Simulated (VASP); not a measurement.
CuH2Rh: single point with PBEsol

CuH2Rh:

```
Rh Cu H
1.0
     2.99350    0.00000    0.00000
    -1.49675    2.59245    0.00000
     0.00000   -1.72830    5.57003
Rh Cu H
1 1 2
Direct
  0.50000 0.00000 0.50000
  0.00000 0.00000 0.00000
  0.11100 0.22200 0.33300
  0.88900 0.77800 0.66700
```

- Program: VASP 6.6.1
- Task: single point
- Functional: PBEsol
- Potentials or basis: VASP PAW PBE potentials, release 64 (Rh_pv, Cu, H)
- Cutoff: 520 eV
- k mesh: 7 × 7 × 7
- Occupations: fermi-dirac, width 0.1 eV
- Spin: no spin polarisation
- Dipole correction: no
- Further INCAR settings: ALGO = Normal; EDIFF = 1e-07; NBANDS = 22

| Property | Result |
| --- | --- |
| Pressure | -23.2 GPa |
| Largest force | 0.420 eV/Å |
| Band gap on the k mesh | zero (band 14 reaches 5.75 eV, above the bottom of band 15 at 3.97 eV) |

Forces on the atoms (eV/Å):
```
Rh   0.000  0.000  0.000
Cu   0.000  0.000  0.000
H    0.000  0.000  0.420
H    0.000  0.000 -0.420
```

Stress tensor (GPa, compression positive):
```
-21.96   0.00   0.00
  0.00 -21.96   0.00
  0.00   0.00 -25.60
```

Levels at points of the mesh, in eV from the Fermi level:
| k point | band 11 | band 12 | band 13 | band 14 | band 15 | band 16 | band 17 | band 18 |
| --- | --- | --- | --- | --- | --- | --- | --- | --- |
| (0.00, 0.00, 0.00) | -2.08 | -1.74 | -1.74 | -0.54 | -0.54 | 1.06 | 7.40 | 11.95 |

Wall time 36 s on 1 thread of Intel(R) Xeon(R) Platinum 8375C CPU @ 2.90GHz (Ice Lake), on a shared host, peak memory 0.2 GiB.

Caveat: the k points lie up to 0.36 Å⁻¹ apart; the PAW data sets were made with another functional, which shifts forces and pressure a little.
